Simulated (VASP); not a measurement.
Input of a VASP 6.6.1 run:

The input POSCAR:

```
Si
1.0
    5.4194966628     -0.2501389470     -0.0779503424
    0.2501389470     -5.0336712456     -0.2329323689
    0.0779503424     -0.2329323689     -5.4091158475
Si
8
Direct
    0.4876465545      1.0538827380      0.9555015311
   -0.0018794382      0.4595015081      1.0081709907
    0.0044938809      1.0424706859      0.5332381308
    0.5101170481      0.5029493623      0.5086642500
    0.7015141821      0.7384882284      0.7448476004
    0.2862141841      0.2266214113      0.7689334824
    0.2446710792      0.7318356442      0.2717838564
    0.7672225093      0.2442504219      0.2088601582
```

INCAR.step1

```
  PREC = Accurate
  ENCUT = 520
  ISMEAR = 0
  SIGMA = 0.05
  LREAL = False
  LASPH = True
  NELM = 80
  NBANDS = 26
  GGA = PE
  ALGO = Normal
  EDIFF = 1E-4
  LWAVE = True
  LCHARG = False
```

Contents of INCAR.step2:

```
  PREC = Accurate
  ENCUT = 520
  EDIFF = 1E-7
  ISMEAR = 0
  SIGMA = 0.05
  LREAL = False
  LASPH = True
  NELM = 80
  ALGO = Normal
  ISIF = 2
  LWAVE = False
  LCHARG = False
  METAGGA = R2SCAN
  LMIXTAU = True
  NBANDS = 26
  ISTART = 1
```

KPOINTS

```
regular mesh
0
Gamma
  6 6 6
```

Potentials or basis: VASP PAW PBE potentials, release 64 (Si).

Run with:

```sh
$ cat potpaw_PBE.64/Si/POTCAR > POTCAR
$ cp INCAR.step1 INCAR
$ mpirun -np 1 vasp_std > vasp.out
$ cp INCAR.step2 INCAR
$ mpirun -np 1 vasp_std > vasp.out
```

Q: Predict the pressure.

A: 24.5 GPa.

Q: Estimate the band gap on the k mesh.

A: Zero (bands 16 and 17 overlap by 0.57 eV).

Q: Predict the largest force.

A: 27.818 eV/Å.

Stress tensor (GPa, compression positive):
```
 28.15  16.66 -15.73
 16.66  21.80 -21.46
-15.73 -21.46  23.47
```

Caveat: the cell differs from its parent crystal (atoms moved at random and the cell strained at random); the stress differs along the axes, from 22 to 28 GPa; semilocal functionals underestimate gaps, and a narrow one can read as zero; the PAW data sets were made with another functional, which shifts forces and pressure a little.
